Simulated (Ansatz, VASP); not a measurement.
Two plane-wave programs on Se

Contents of INCAR:

```
ALGO = Normal
EDIFF = 1E-7
ENCUT = 520
GGA = CA
ISIF = 2
ISMEAR = -1
LASPH = True
LCHARG = False
LREAL = False
LWAVE = False
NBANDS = 9
NELM = 60
PREC = Accurate
SIGMA = 0.08
```

KPOINTS

```
k-points
0
Gamma
  13 13 13
```

File POSCAR:

```
Se
1.0
    2.1220834487      0.0000000000      0.0000000000
    0.0000000000      2.1220834487      0.0000000000
    0.0000000000      0.0000000000      2.1220834487
Se
1
Direct
    0.0000000000      0.0000000000      0.0000000000
```

Input for Ansatz:

```yaml
crystal:
  lattice:
    - [2.1220834487, 0.0, 0.0]
    - [0.0, 2.1220834487, 0.0]
    - [0.0, 0.0, 2.1220834487]
  atoms:
    - { symbol: Se, position: [0.0, 0.0, 0.0] }
kpoints:
  mp_grid: { grid: [13, 13, 13] }
scf:
  occupations: { method: fermi_dirac, width: 0.08 }
hamiltonian:
  xc: lda
  pseudopotentials: { kind: paw, core: large }
output:
  forces: true
  stress: true
  eigenvalues: true
```

Change from the starting cell: volume scaled by 0.45, PAW files, core large.

Alike in both runs: task single point; functional LDA; k mesh 13 × 13 × 13; occupations fermi-dirac, width 0.08 eV; no spin polarisation.

|  | VASP | Ansatz |
| --- | --- | --- |
| version | VASP 6.6.1 | Ansatz 0.2.0 |
| potentials or method | VASP PAW LDA potentials, release 64 (Se) | PAW with other files of Ansatz's library (core large), scalar-relativistic |
| plane-wave cutoff (eV) | 520 | 420 |
| valence electrons in the cell | 6 | 6 |

VASP gave:

| Quantity | Value |
| --- | --- |
| pressure (GPa) | 326.7 |

Q: Which values does Ansatz return?

A: Pressure (GPa): 320.4.

LDA's correlation is that of Perdew and Zunger in VASP and of Perdew and Wang (1992) in Ansatz. Both programs put the cell under a high pressure, so it lies far from rest at this level. Ansatz's warnings: datasets by core.

Noted on VASP's run: the cell as given lies far from equilibrium.
